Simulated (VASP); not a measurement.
## Ir: relaxation of cell and atoms with LDA

Crystal: Ir.

```
CELL_PARAMETERS angstrom
0.00000 1.90790 1.90790
1.90790 0.00000 1.90790
1.90790 1.90790 0.00000
ATOMIC_POSITIONS crystal
Ir 0.00000 0.00000 0.00000
```

```
Program                : VASP 6.6.1
Task                   : relaxation of cell and atoms
Functional             : LDA
Potentials or basis    : VASP PAW LDA potentials, release 64 (Ir)
Cutoff                 : 600 eV
k mesh                 : 26 × 26 × 26
Occupations            : gaussian, width 0.1 eV
Spin                   : no spin polarisation
Dipole correction      : no
Further INCAR settings : ALGO = Normal; EDIFF = 1e-06; IBRION = 2; EDIFFG = -0.002; NSW = 100; ISIF = 3
```

```json
{
 "Relaxed volume": "13.93 Å³/atom",
 "Relaxed cell": "a = 2.701 Å, b = 2.701 Å, c = 2.701 Å, α = 60.00°, β = 60.00°, γ = 60.00°",
 "Space group after relaxing (to 0.1 Å)": "Fm-3m (No. 225)",
 "Energy gained by relaxing": "0.1 meV/atom",
 "Ionic steps": "4",
 "Pressure after relaxing": "0.0 GPa",
 "Band gap on the k mesh": "zero (an odd number of electrons rules out a gap without spin polarisation)"
}
```

Step by step:
| step | energy change (eV) | largest force (eV/Å) | pressure (GPa) | volume (Å³) |
| --- | --- | --- | --- | --- |
| 1 | 0.0000 | 0.0000 | 1.12 | 13.89 |
| 2 | 0.0021 | 0.0000 | -4.45 | 14.09 |
| 3 | -0.0001 | 0.0000 | -0.04 | 13.93 |
| 4 | -0.0001 | 0.0000 | 0.00 | 13.93 |

Final structure:
```yaml
crystal:
  lattice:
    - [0.00000, 1.90961, 1.90961]
    - [1.90961, 0.00000, 1.90961]
    - [1.90961, 1.90961, 0.00000]
  atoms:
    - { symbol: Ir, position: [0.00000, 0.00000, 0.00000] }
```

Levels at points of the mesh, in eV from the Fermi level:
```csv
k point,band 2,band 3,band 4,band 5,band 6,band 7
"(0.00, 0.00, 0.00)",-3.99,-3.99,-3.99,-1.19,-1.19,14.33
"(0.50, 0.00, 0.00)",-4.08,-4.08,-0.73,0.95,0.95,7.45
"(0.50, 0.50, 0.00)",-7.52,0.94,1.53,1.53,1.76,10.76
```

Wall time 3.8 min on 1 thread of Intel Xeon 8259CL, on a shared host, peak memory 0.21 GiB.

Caveat: spin-orbit coupling is left out, which moves the levels of the heavy elements.
